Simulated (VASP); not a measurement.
The system is Ni.

```
CELL_PARAMETERS angstrom
0.00000 1.76775 1.76775
1.76775 0.00000 1.76775
1.76775 1.76775 0.00000
ATOMIC_POSITIONS crystal
Ni 0.00000 0.00000 0.00000
```

Base run:

| Property | Result |
| --- | --- |
| Program | VASP 6.6.1 |
| Functional | PBE |
| Potentials or basis | VASP PAW PBE potentials, release 64 (Ni) |
| Cutoff | 520 eV |
| k mesh | 14 × 14 × 14 |
| Occupations | gaussian, width 0.1 eV |
| Spin | collinear spin, ferromagnetic start |
| Starting moments | [0.95] μB |
| Fixed moment | 0.95 μB |

Its results: pressure -0.2 GPa; site moments Ni +0.95 μB.

Problem. After a change of settings the same cell gave: pressure 12.3 GPa; site moments Ni +1.59 μB. Which change was it?
A. fixed moment from 0.95 μB to 1.67 μB; moments at the start from [0.95] to [1.67]
B. fixed moment from 0.95 μB to none; moments at the start from [0.95] to [0.2]
C. fixed moment from 0.95 μB to 0.48 μB; moments at the start from [0.95] to [0.48]
D. fixed moment from 0.95 μB to 0.71 μB; moments at the start from [0.95] to [0.71]

Solution. A.

Caveats: the total moment is fixed, so each spin has its own Fermi level.
